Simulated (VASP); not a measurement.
# Ca2TlN2 (I4/mmm) in VASP: single point with PBE

Aim: the single point of Ca2TlN2 with PBE.

All numbers are computed with VASP 6.6.1; they aren't measurements. Logs are shortened: lines on timing, memory, paths and dates and some standing lists are left out, and cuts for length are marked.

### Step 1. The cell of the first run

Symmetry: I4/mmm, No. 139, tetragonal system. Conventional cell: a = 4.033 Å, b = 4.033 Å, c = 12.680 Å, α = 90.00°, β = 90.00°, γ = 90.00°. Within 3.5 Å of Ca (site symmetry 4mm) lie 5 N at 2.58 to 2.86 Å and 4 Tl at 3.47 Å. Tl (site symmetry 4/mmm) has 2 N at 1.79 Å within 2.4 Å. Within 2.4 Å of N (site symmetry 4mm) lie 1 Tl at 1.79 Å.

### Step 2. Single point, PBE

The input, INCAR:

```
SYSTEM = Ca2TlN2
PREC = Accurate ; ENCUT = 520
EDIFF = 1E-7 ; ISMEAR = -1
SIGMA = 0.1 ; LREAL = .FALSE.
LASPH = .TRUE. ; NELM = 60
ALGO = Normal ; ISIF = 2
LWAVE = .FALSE. ; LCHARG = .TRUE.
GGA = PE ; LELF = .TRUE.
LVHAR = .TRUE. ; NBANDS = 30
```

The input, KPOINTS:

```
regular mesh
0
G
  9 9 9
  0 0 0
```

The input, POSCAR:

```
Ca2TlN2
1.0
    0.0000000000      4.0327090000      0.0000000000
    4.0327090000      0.0000000000      0.0000000000
    2.0163550000      2.0163550000     -6.3399590000
Ca Tl N
2 1 2
Direct
    0.3443000000      0.3443000000      0.3114000000
    0.6557000000      0.6557000000      0.6886000000
    0.0000000000      0.0000000000      0.0000000000
    0.1411000000      0.1411000000      0.7178000000
    0.8589000000      0.8589000000      0.2822000000
```

Potentials or basis: VASP PAW PBE potentials, release 64 (Ca_sv, Tl_d, N).

The run is started by

```
$ cat potpaw_PBE.64/Ca_sv/POTCAR potpaw_PBE.64/Tl_d/POTCAR potpaw_PBE.64/N/POTCAR > POTCAR
$ mpirun -np 1 vasp_std > vasp.out
```

OUTCAR:

```text
SYSTEM = Ca2TlN2
   PREC = Accurate
   ENCUT = 520
   EDIFF = 1E-7
   ISMEAR = -1
   LREAL = .FALSE.
   LASPH = .TRUE.
   NELM = 60
   ISIF = 2
   GGA = PE

 ion  position               nearest neighbor table
   1  0.344  0.344  0.311-   3 3.47   3 3.47   3 3.47   3 3.47
   2  0.656  0.656  0.689-   3 3.47   3 3.47   3 3.47   3 3.47
   3  0.000  0.000  0.000-   4 1.79   5 1.79   2 3.47   1 3.47   2 3.47   1 3.47   1 3.47   2 3.47
                             2 3.47   1 3.47
   4  0.141  0.141  0.718-   3 1.79
   5  0.859  0.859  0.282-   3 1.79

  LATTYP: Found a body centered tetragonal cell.
 ALAT       =     4.0327090000
 C/A-ratio  =     3.1442680342

  Lattice vectors:

 A1 = (  -2.0163550000,   2.0163540000,   6.3399590000)
 A2 = (   2.0163540000,  -2.0163550000,   6.3399590000)
 A3 = (   2.0163550000,   2.0163550000,  -6.3399590000)

Analysis of symmetry for initial positions (statically):
=====================================================================
 Subroutine PRICEL returns:
 Original cell was already a primitive cell.

 Routine SETGRP: Setting up the symmetry group for a
 body centered tetragonal supercell.

 Subroutine GETGRP returns: Found 16 space group operations
 (whereof 16 operations were pure point group operations)
 out of a pool of 16 trial point group operations.

The static configuration has the point symmetry D_4h.

Analysis of symmetry for dynamics (positions and initial velocities):
=====================================================================
 Subroutine PRICEL returns:
 Original cell was already a primitive cell.

 Routine SETGRP: Setting up the symmetry group for a
 body centered tetragonal supercell.

 Subroutine GETGRP returns: Found 16 space group operations
 (whereof 16 operations were pure point group operations)
 out of a pool of 16 trial point group operations.

The dynamic configuration has the point symmetry D_4h.

 Subroutine INISYM returns: Found 16 space group operations
 (whereof 16 operations are pure point group operations),
 and found     1 'primitive' translations

----------------------------------------------------------------------------------------

                                     Primitive cell

  volume of cell :     103.1051

  direct lattice vectors                    reciprocal lattice vectors
     0.000000000  4.032709000  0.000000000     0.000000000  0.247972269  0.078864883
     4.032709000  0.000000000  0.000000000     0.247972269  0.000000000  0.078864883
     2.016355000  2.016355000 -6.339959000     0.000000000  0.000000000 -0.157729727

  length of vectors
     4.032709000  4.032709000  6.951723174     0.260211291  0.260211291  0.157729727

  position of ions in fractional coordinates (direct lattice)
     0.344300000  0.344300000  0.311400000
     0.655700000  0.655700000  0.688600000
     0.000000000  0.000000000  0.000000000
     0.141100000  0.141100000  0.717800000
     0.858900000  0.858900000  0.282200000

  ion indices of the primitive-cell ions
   primitive index   ion index
                 1           1
                 2           2
                 3           3
                 4           4
                 5           5

----------------------------------------------------------------------------------------

 KPOINTS: regular mesh

Automatic generation of k-mesh.
 Grid dimensions read from file:
 generate k-points for:    9    9    9

 Generating k-lattice:

  Cartesian coordinates                     Fractional coordinates (reciprocal lattice)
     0.000000000  0.027552474  0.008762765     0.111111111  0.000000000  0.000000000
     0.027552474  0.000000000  0.008762765     0.000000000  0.111111111  0.000000000
     0.000000000  0.000000000 -0.017525525     0.000000000  0.000000000  0.111111111

  Length of vectors
     0.028912366  0.028912366  0.017525525

  Shift w.r.t. Gamma in fractional coordinates (k-lattice)
     0.000000000  0.000000000  0.000000000

 Subroutine IBZKPT returns following result:
 ===========================================

 Found     75 irreducible k-points:

 Following reciprocal coordinates:
            Coordinates               Weight
  0.000000  0.000000  0.000000      1.000000
  0.111111  0.000000  0.000000      8.000000
  0.222222  0.000000  0.000000      8.000000
  0.333333  0.000000 -0.000000      8.000000
  0.444444  0.000000  0.000000      8.000000
  0.111111  0.111111  0.000000      8.000000
[... 16 lines left out ...]
 -0.333333  0.333333  0.000000      4.000000
  0.444444  0.444444  0.000000      8.000000
 [... further k-points ...]
   k-points           NKPTS =     75   k-points in BZ     NKDIM =     75   number of bands    NBANDS=     30
   number of dos      NEDOS =    301   number of ions     NIONS =      5
   total plane-waves  NPLWV =  48600
   dimension x,y,z NGX =    30 NGY =   30 NGZ =   54
   dimension x,y,z NGXF=    60 NGYF=   60 NGZF=  108
   ions per type =               2   1   2
   NGX,Y,Z   is equivalent  to a cutoff of  12.37, 12.37, 12.91 a.u.
   NGXF,Y,Z  is equivalent  to a cutoff of  24.73, 24.73, 25.83 a.u.
 SYSTEM =  Ca2TlN2
   PREC   = accura    normal or accurate (medium, high low for compatibility)
   ISTART =      0    job   : 0-new  1-cont  2-samecut
   ICHARG =      2    charge: 1-file 2-atom 10-const
   ISPIN  =      1    spin polarized calculation?
   LNONCOLLINEAR =      F non collinear calculations
   LSORBIT =      F    spin-orbit coupling
   LASPH  =      T    aspherical Exc in radial PAW
   ENCUT  =  520.0 eV  38.22 Ry    6.18 a.u.   7.50  7.50 12.93*2*pi/ulx,y,z
   NELM   =     60;   NELMIN=  2; NELMDL= -5     # of ELM steps
   EDIFF  = 0.1E-06   stopping-criterion for ELM
   LREAL  =      F    real-space projection
   EDIFFG = 0.1E-05   stopping-criterion for IOM
   NSW    =      0    number of steps for IOM
   IBRION =     -1    ionic relax: 0-MD 1-quasi-New 2-CG
   NFREE  =      0    steps in history (QN), initial steepest desc. (CG)
   ISIF   =      2    stress and relaxation
   ISYM   =      2    0-nonsym 1-usesym 2-fastsym
   POTIM  = 0.5000    time-step for ionic-motion
   TEBEG  =    0.0;   TEEND  =   0.0 temperature during run
   PSTRESS=    0.0 pullay stress
   NELECT =      43.0000    total number of electrons
   NUPDOWN=      -1.0000    fix difference up-down
   EMIN   =  10.00;   EMAX   =-10.00  energy-range for DOS
   EFERMI =   0.00;   METHOD = LEGACY
   ISMEAR =    -1;   SIGMA  =   0.10  broadening in eV -4-tet -1-fermi 0-gaus
   EFERMI_NEDOS =   21; number of points for ismear=-14 and -15
   IALGO  =     38    algorithm
   IMIX   =      4    mixing-type and parameters
     AMIX     =   0.40;   BMIX     =  1.00
     AMIX_MAG =   1.60;   BMIX_MAG =  1.00
  volume/ion in A,a.u.               =      20.62       139.16
  Fermi-wavevector in a.u.,A,eV,Ry     =   1.223125  2.311371 20.354795  1.496035
  Thomas-Fermi vector in A             =   2.358247
   LORBIT       =      0    0 simple, 1 ext, 2 COOP (PROOUT), +10 PAW based schemes
   GGA     = PE    functional components
   LHFCALC =     F    Hartree Fock is set to
   AEXX    =    0.0000 exact exchange contribution
   IVDW    =     0    specifies the selected vdW correction
   LEPSILON=     F    determine dielectric tensor
   LRPA    =     F    only Hartree local field effects (RPA)
 non-spin polarized calculation
  energy-cutoff  :      520.00
  volume of cell :      103.11
 maximum number of plane-waves:      2802
 NGX is ok and might be reduce to    30
   NGX = 15   NGY = 15   NGZ = 25

 number of electron      42.9999996 magnetization

 Free energy of the ion-electron system (eV)
  ---------------------------------------------------
  ext. energy  EPLUGINS =         0.00000000
  ---------------------------------------------------
  free energy    TOTEN  =       -21.57854226 eV

  energy without entropy =      -21.50948927  energy(sigma->0) =      -21.54401576

 E-fermi :   4.7079     XC(G=0):  -9.4510

 val. band max:        4.7071984212   @ k =   0.0000   0.0000   0.1111
 cond. band min:       4.7453142149   @ k =   0.1111   0.0000   0.0000
 fundamental gap:      0.0381157937
 Fermi energy:         4.7079007873

 k-point     1 :       0.0000    0.0000    0.0000
  band No.  band energies     occupation
      1     -36.7842      2.00000
      2     -36.7642      2.00000
      3     -17.8648      2.00000
      4     -17.7770      2.00000
      5     -17.7770      2.00000
      6     -17.7437      2.00000
[... 22 lines left out ...]
     29       8.0063      0.00000
     30       8.0063      0.00000

 k-point     2 :       0.1111    0.0000    0.0000
  band No.  band energies     occupation
      1     -36.7832      2.00000
      2     -36.7644      2.00000
      3     -17.8632      2.00000
      4     -17.7922      2.00000
      5     -17.7745      2.00000
      6     -17.7381      2.00000
[... 22 lines left out ...]
     29       8.1827      0.00000
     30       8.2053      0.00000

 k-point     3 :       0.2222    0.0000    0.0000
  band No.  band energies     occupation
      1     -36.7805      2.00000
      2     -36.7652      2.00000
      3     -17.8613      2.00000
      4     -17.8210      2.00000
      5     -17.7678      2.00000
      6     -17.7533      2.00000
[... 22 lines left out ...]
     29       8.4450      0.00000
     30       8.5904      0.00000

 k-point     4 :       0.3333    0.0000   -0.0000
  band No.  band energies     occupation
      1     -36.7768      2.00000
      2     -36.7667      2.00000
      3     -17.8656      2.00000
      4     -17.8491      2.00000
      5     -17.7639      2.00000
      6     -17.7585      2.00000
[... 616 lines left out ...]
     29       8.9475      0.00000
     30       9.0527      0.00000

 k-point    23 :      -0.3333    0.3333    0.0000
  band No.  band energies     occupation
      1     -36.7727      2.00000
      2     -36.7661      2.00000
      3     -17.8571      2.00000
      4     -17.8249      2.00000
      5     -17.8036      2.00000
      6     -17.7895      2.00000
[... 22 lines left out ...]
     29       8.8983      0.00000
     30       8.9891      0.00000

 k-point    24 :       0.4444    0.4444    0.0000
  band No.  band energies     occupation
      1     -36.7689      2.00000
      2     -36.7671      2.00000
      3     -17.8421      2.00000
      4     -17.8408      2.00000
      5     -17.8150      2.00000
      6     -17.7726      2.00000
[... 22 lines left out ...]
     29       9.0749      0.00000
     30       9.3102      0.00000

 [... further k-points ...]

------------------------ aborting loop because EDIFF is reached ----------------------------------------

  FORCE on cell =-STRESS in cart. coord.  units (eV):
  Direction    XX          YY          ZZ          XY          YZ          ZX
  --------------------------------------------------------------------------------------
  -------------------------------------------------------------------------------------
  Total       -6.0771264     -6.0771264     26.3126000      0.0000000     -0.0000021     -0.0000021
  in kB      -94.4340534    -94.4340534    408.8783609      0.0000000     -0.0000322     -0.0000322
  external PRESSURE =      73.3367513 kB  Pullay stress =       0.0000000 kB

 VOLUME and BASIS-vectors are now :
 -----------------------------------------------------------------------------
  energy-cutoff  :      520.00
  volume of cell :      103.11
      direct lattice vectors                 reciprocal lattice vectors
     0.000000000  4.032709000  0.000000000     0.000000000  0.247972269  0.078864883
     4.032709000  0.000000000  0.000000000     0.247972269  0.000000000  0.078864883
     2.016355000  2.016355000 -6.339959000     0.000000000  0.000000000 -0.157729727

 POSITION                                       TOTAL-FORCE (eV/Angst)
 -----------------------------------------------------------------------------------
      2.01635      2.01635     -1.97426         0.000000      0.000000     -1.121426
      4.03271      4.03271     -4.36570        -0.000000     -0.000000      1.121426
      0.00000      0.00000      0.00000         0.000000      0.000000      0.000000
      2.01635      2.01635     -4.55082        -0.000001     -0.000001      9.212665
      4.03271      4.03271     -1.78914         0.000001      0.000001     -9.212665
 -----------------------------------------------------------------------------------
    total drift:                                0.000000      0.000000      0.000000

  FREE ENERGIE OF THE ION-ELECTRON SYSTEM (eV)
  ---------------------------------------------------
  free  energy   TOTEN  =       -21.5785422603 eV

  energy  without entropy=      -21.5094892674  energy(sigma->0) =      -21.54401576
```

Wall time 2.9 min (1 thread of Intel Xeon Platinum 8488C (Sapphire Rapids), shared host); peak memory 0.36 GiB.

Results:

```
Free energy            : -21.5785 eV
Pressure               : 7.3 GPa
Largest force          : 9.213 eV/Å
Band gap on the k mesh : zero (an odd number of electrons rules out a gap without spin polarisation)
```

Forces on the atoms (eV/Å):
```
Ca   0.000  0.000 -1.121
Ca   0.000  0.000  1.121
Tl   0.000  0.000  0.000
N    0.000  0.000  9.213
N    0.000  0.000 -9.213
```

Stress tensor (GPa, compression positive):
```
-9.44  0.00  0.00
 0.00 -9.44  0.00
 0.00  0.00 40.89
```

Levels at points of the mesh, in eV from the Fermi level:
| k point | band 18 | band 19 | band 20 | band 21 | band 22 | band 23 | band 24 | band 25 |
| --- | --- | --- | --- | --- | --- | --- | --- | --- |
| (0.00, 0.00, 0.00) | -2.79 | -2.79 | -1.35 | -1.35 | -0.18 | 1.20 | 2.15 | 2.33 |

Caveat: the stress differs along the axes, from -9 to 41 GPa; spin-orbit coupling is left out, which moves the levels of the heavy elements; forces of over 1 eV/Å act on the atoms, so gaps and moduli don't describe the material at rest.

The gap in the log of VASP goes by the Fermi energy; the results here count the filled bands.